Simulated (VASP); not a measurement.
Runs of VASP 6.6.1 on ScAl3. The structure is that of space group Pm-3m (No. 221), or close to it. The cells are those of the table. 

| cell | k mesh | smearing | gap on the mesh (eV) | pressure (GPa) |
| --- | --- | --- | --- | --- |
| a = 3.987 Å, 4 atoms | 10 × 10 × 10 | gaussian 0.1 eV | none | (c) |
| a = 4.132 Å, 4 atoms | 10 × 10 × 10 | gaussian 0.1 eV | none | -3.0 |
| a = 3.809 Å, 4 atoms | 12 × 12 × 12 | gaussian 0.1 eV | none | 30.0 |
| a = 4.086 Å, 4 atoms | 8 × 8 × 8 | gaussian 0.15 eV | none | 0.1 |
| a = 4.086 Å, 4 atoms | 10 × 10 × 10 | gaussian 0.1 eV | none | 0.0 |
| a = 3.655 Å, 4 atoms | 12 × 12 × 12 | gaussian 0.1 eV | none | 60.2 |
| a = 3.920 Å, 4 atoms | 12 × 12 × 12 | gaussian 0.1 eV | none | (b) |
| a = 4.045 Å, 4 atoms | 10 × 10 × 10 | gaussian 0.1 eV | none | (a) |

Alike in all rows: task single point; level r2SCAN; potentials or basis VASP PAW PBE potentials, release 64 (Sc_sv, Al); no spin polarisation; cutoff (eV) 520.

Fill in the values left out.

(a) 3.0; (b) 15.0; (c) 8.0.

Caveats: the PAW data sets were made with another functional, which shifts forces and pressure a little; the cell stands under pressure (at least some runs); the cell stands under tension (at least some runs).

A gap of «none» marks levels without a gap at the run's occupations.
